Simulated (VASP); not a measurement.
Here is a VASP 6.6.1 calculation.

File INCAR:

```
SYSTEM = Rh
PREC = Accurate
ENCUT = 520
EDIFF = 1E-6
ISMEAR = -1
SIGMA = 0.05
LREAL = .False.
LASPH = .True.
NELM = 60
ALGO = Normal
ISIF = 2
LWAVE = .False.
LCHARG = .False.
GGA = CA
NBANDS = 14
```

The input KPOINTS:

```
Automatic mesh
0
Gamma
  18 18 18
  0 0 0
```

File POSCAR:

```
Rh
1.0
    0.0000000000      1.8644691979      1.8644691979
    1.8644691979      0.0000000000      1.8644691979
    1.8644691979      1.8644691979      0.0000000000
Rh
1
Direct
    0.0000000000      0.0000000000      0.0000000000
```

Potentials or basis: VASP PAW LDA potentials, release 64 (Rh_pv).

Run with:

```console
$ cat potpaw_LDA.64/Rh_pv/POTCAR > POTCAR
$ mpirun -np 1 vasp_std > vasp.out
```

(1) Predict the pressure.

Results:

(1) 7.7 GPa.
